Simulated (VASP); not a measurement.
# Au (Pm-3m) in VASP: notebook, part 2 of 2

VASP 6.6.1. Earlier steps stand in the parts before.

### Step 4. Single point, PBE (volume scaled by 0.9)

Contents of INCAR:

```
PREC     = Accurate       # precision mode
ENCUT    = 520            # plane-wave cutoff, eV
EDIFF    = 1E-6           # SCF threshold, eV
ISMEAR   = -1             # smearing method
SIGMA    = 0.1            # smearing width, eV
LREAL    = False          # projectors in reciprocal space
LASPH    = True           # aspherical terms in the spheres
NELM     = 80             # most SCF steps
ALGO     = Normal         # electronic algorithm
ISIF     = 2              # what is computed and relaxed
LWAVE    = False          # write WAVECAR
LCHARG   = True           # write CHGCAR
GGA      = PE             # functional
LELF     = True           # ELF
LVHAR    = True         
NBANDS   = 12             # bands
```

Contents of KPOINTS:

```
regular mesh
0
Gamma
  14 14 14
```

Contents of POSCAR:

```
Au
1.0
    2.6530033672      0.0000000000      0.0000000000
    0.0000000000      2.6530033672      0.0000000000
    0.0000000000      0.0000000000      2.6530033672
Au
1
Direct
    0.0000000000      0.0000000000      0.0000000000
```

Potentials or basis: VASP PAW PBE potentials, release 64 (Au).

The run is started by

```console
$ cat potpaw_PBE.64/Au/POTCAR > POTCAR
$ mpirun -np 1 vasp_std > vasp.out
```

OUTCAR:

```text
PREC = Accurate
   ENCUT = 520
   EDIFF = 1E-6
   ISMEAR = -1
   LREAL = False
   LASPH = True
   NELM = 80
   ISIF = 2
   GGA = PE

 ion  position               nearest neighbor table
   1  0.000  0.000  0.000-

  LATTYP: Found a simple cubic cell.
 ALAT       =     2.6530033672

  Lattice vectors:

 A1 = (   2.6530033672,   0.0000000000,   0.0000000000)
 A2 = (   0.0000000000,   2.6530033672,   0.0000000000)
 A3 = (   0.0000000000,   0.0000000000,   2.6530033672)

Analysis of symmetry for initial positions (statically):
=====================================================================
 Subroutine PRICEL returns:
 Original cell was already a primitive cell.

 Routine SETGRP: Setting up the symmetry group for a
 simple cubic supercell.

 Subroutine GETGRP returns: Found 48 space group operations
 (whereof 48 operations were pure point group operations)
 out of a pool of 48 trial point group operations.

The static configuration has the point symmetry O_h .

Analysis of symmetry for dynamics (positions and initial velocities):
=====================================================================
 Subroutine PRICEL returns:
 Original cell was already a primitive cell.

 Routine SETGRP: Setting up the symmetry group for a
 simple cubic supercell.

 Subroutine GETGRP returns: Found 48 space group operations
 (whereof 48 operations were pure point group operations)
 out of a pool of 48 trial point group operations.

The dynamic configuration has the point symmetry O_h .

 Subroutine INISYM returns: Found 48 space group operations
 (whereof 48 operations are pure point group operations),
 and found     1 'primitive' translations

----------------------------------------------------------------------------------------

[... 108 lines left out ...]
   IMIX   =      4    mixing-type and parameters
     AMIX     =   0.40;   BMIX     =  1.00
     AMIX_MAG =   1.60;   BMIX_MAG =  1.00
  volume/ion in A,a.u.               =      18.67       126.01
  Fermi-wavevector in a.u.,A,eV,Ry     =   1.372360  2.593384 25.624816  1.883371
  Thomas-Fermi vector in A             =   2.497974
   LORBIT       =      0    0 simple, 1 ext, 2 COOP (PROOUT), +10 PAW based schemes
   GGA     = PE    functional components
   LHFCALC =     F    Hartree Fock is set to
   AEXX    =    0.0000 exact exchange contribution
   IVDW    =     0    specifies the selected vdW correction
   LEPSILON=     F    determine dielectric tensor
   LRPA    =     F    only Hartree local field effects (RPA)
 non-spin polarized calculation
  energy-cutoff  :      520.00
  volume of cell :       18.67
 maximum number of plane-waves:       516
 NGX is ok and might be reduce to    20
   NGX =  9   NGY =  9   NGZ =  9

 number of electron      11.0000002 magnetization

 Free energy of the ion-electron system (eV)
  ---------------------------------------------------
  ext. energy  EPLUGINS =         0.00000000
  ---------------------------------------------------
  free energy    TOTEN  =        -2.94347939 eV

  energy without entropy =       -2.93150958  energy(sigma->0) =       -2.93749449

 E-fermi :   7.7103     XC(G=0): -12.0385

 val. band max:        7.7096665031   @ k =   0.5000   0.5000   0.2143
 cond. band min:       7.7346923507   @ k =   0.5000   0.5000   0.2857
 fundamental gap:      0.0250258476
 Fermi energy:         7.7103119738

 k-point     1 :       0.0000    0.0000    0.0000
  band No.  band energies     occupation
      1      -0.9173      2.00000
      2       1.3603      2.00000
      3       1.3603      2.00000
      4       6.3100      2.00000
      5       6.3100      2.00000
      6       6.3100      2.00000
      7      22.1788      0.00000
      8      22.1788      0.00000
      9      22.1788      0.00000
     10      27.5304      0.00000
     11      30.0841      0.00000
     12      30.0841      0.00000
[... 331 lines left out ...]
 k-point    24 :       0.3571    0.2143    0.0000
  band No.  band energies     occupation
      1       1.6192      2.00000
      2       2.7346      2.00000
      3       3.5515      2.00000
      4       4.9789      2.00000
      5       5.7652      2.00000
      6       6.0197      2.00000
      7      13.9624      0.00000
      8      20.3842      0.00000
      9      25.3259      0.00000
     10      28.1141      0.00000
     11      28.4890      0.00000
     12      33.5364      0.00000

 [... further k-points ...]
[... 5 lines left out ...]
  --------------------------------------------------------------------------------------
  -------------------------------------------------------------------------------------
  Total        1.6978628      1.6978628      1.6978628     -0.0000000     -0.0000000      0.0000000
  in kB      145.6799493    145.6799493    145.6799493     -0.0000000     -0.0000000      0.0000000
  external PRESSURE =     145.6799493 kB  Pullay stress =       0.0000000 kB

 VOLUME and BASIS-vectors are now :
 -----------------------------------------------------------------------------
  energy-cutoff  :      520.00
  volume of cell :       18.67
      direct lattice vectors                 reciprocal lattice vectors
     2.653003367  0.000000000  0.000000000     0.376931297  0.000000000  0.000000000
     0.000000000  2.653003367  0.000000000     0.000000000  0.376931297  0.000000000
     0.000000000  0.000000000  2.653003367     0.000000000  0.000000000  0.376931297

 POSITION                                       TOTAL-FORCE (eV/Angst)
 -----------------------------------------------------------------------------------
      0.00000      0.00000      0.00000         0.000000      0.000000      0.000000
 -----------------------------------------------------------------------------------
    total drift:                                0.000000      0.000000      0.000000

  FREE ENERGIE OF THE ION-ELECTRON SYSTEM (eV)
  ---------------------------------------------------
  free  energy   TOTEN  =        -2.9434793915 eV

  energy  without entropy=       -2.9315095834  energy(sigma->0) =       -2.93749449
```

stdout:

```text
POSCAR found type information on POSCAR Au
 POSCAR found :  1 types and       1 ions
 scaLAPACK will be used
 LDA part: xc-table for (Slater+PW92), standard interpolation
 POSCAR, INCAR and KPOINTS ok, starting setup
 FFT: planning ... GRIDC
 FFT: planning ... GRID_SOFT
 FFT: planning ... GRID
 WAVECAR not read
 entering main loop
```

It took 16 s on 1 thread of Intel Xeon Platinum 8488C (Sapphire Rapids), shared host; peak memory 0.13 GiB.

Results:

| Item | Value |
| --- | --- |
| Free energy | -2.9435 eV |
| Pressure | 14.6 GPa |

Caveat: spin-orbit coupling is left out, which moves the levels of the heavy elements.

### Step 5. Single point, PBE (volume scaled by 0.9)

Contents of INCAR:

```
SYSTEM = Au
ALGO = Normal
EDIFF = 1E-6
ENCUT = 520
GGA = PE
ISIF = 2
ISMEAR = -1
LASPH = .True.
LCHARG = .True.
LELF = .True.
LREAL = .False.
LVHAR = .True.
LWAVE = .False.
NBANDS = 12
NELM = 60
PREC = Accurate
SIGMA = 0.1
```

Contents of KPOINTS:

```
k-points
0
Gamma
  14 14 14
  0 0 0
```

POSCAR is that of step 4.

The run is started by

```console
$ cat potpaw_PBE.64/Au/POTCAR > POTCAR
$ mpirun -np 1 vasp_std > vasp.out
```

Run time: 15 s. Hardware: 1 thread of Intel Xeon Platinum 8488C (Sapphire Rapids), shared host; peak memory 0.14 GiB.

The run converged. Its results:

| Quantity | Value |
| --- | --- |
| Free energy | -2.9435 eV |
| Pressure | 14.6 GPa |

Levels at points of the mesh, in eV from the Fermi level:
| k point | band 2 | band 3 | band 4 | band 5 | band 6 | band 7 | band 8 | band 9 |
| --- | --- | --- | --- | --- | --- | --- | --- | --- |
| (0.00, 0.00, 0.00) | -6.35 | -6.35 | -1.40 | -1.40 | -1.40 | 14.47 | 14.47 | 14.47 |
| (0.50, 0.00, 0.00) | -5.88 | -3.12 | -3.12 | -1.24 | -0.85 | 2.57 | 16.49 | 19.05 |
| (0.50, 0.50, 0.00) | -5.45 | -2.82 | -2.82 | -0.04 | 3.86 | 3.86 | 7.48 | 12.11 |
| (0.50, 0.50, 0.50) | -5.54 | -5.54 | 0.07 | 0.07 | 8.97 | 8.97 | 8.97 | 9.99 |

Caveat: spin-orbit coupling is left out, which moves the levels of the heavy elements.

### Step 6. The runs side by side

| cell | gap on the mesh (eV) | pressure (GPa) |
| --- | --- | --- |
| a = 2.440 Å, 1 atom | none | 101.4 |
| a = 2.551 Å, 1 atom | none | 43.6 |
| a = 2.653 Å, 1 atom | none | 14.6 |

Alike in all rows: task single point; level PBE; potentials or basis VASP PAW PBE potentials, release 64 (Au); no spin polarisation; k mesh 14 × 14 × 14; cutoff (eV) 520; smearing fermi-dirac 0.1 eV.

Caveats: spin-orbit coupling is left out, which moves the levels of the heavy elements.

Total energies depend on the potentials used, so only differences within one code and one set of settings carry meaning.
